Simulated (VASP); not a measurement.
Input of a VASP 6.6.1 run:

INCAR

```
PREC = Accurate
ENCUT = 520
EDIFF = 1E-7
ISMEAR = 0
SIGMA = 0.15
LREAL = False
LASPH = True
NELM = 80
ALGO = Normal
ISIF = 2
LWAVE = False
LCHARG = True
GGA = PE
LELF = True
LVHAR = True
NBANDS = 16
```

The input KPOINTS:

```
regular mesh
0
Gamma
  14 14 14
```

The input POSCAR:

```
GaSb
1.0
    0.0000000000      3.0109796429      3.0926249413
    3.0926249413      0.0000000000      3.0926249413
    3.0926249413      3.0109796429      0.0000000000
Ga Sb
1 1
Direct
    0.0000000000      0.0000000000      0.0000000000
    0.7500000000      0.7500000000      0.7500000000
```

Potentials or basis: VASP PAW PBE potentials, release 64 (Ga_d, Sb).

Command:

```console
$ cat potpaw_PBE.64/Ga_d/POTCAR potpaw_PBE.64/Sb/POTCAR > POTCAR
$ mpirun -np 1 vasp_std > vasp.out
```

(1) What does it give for the pressure?

## Answers

(1) 2.1 GPa.
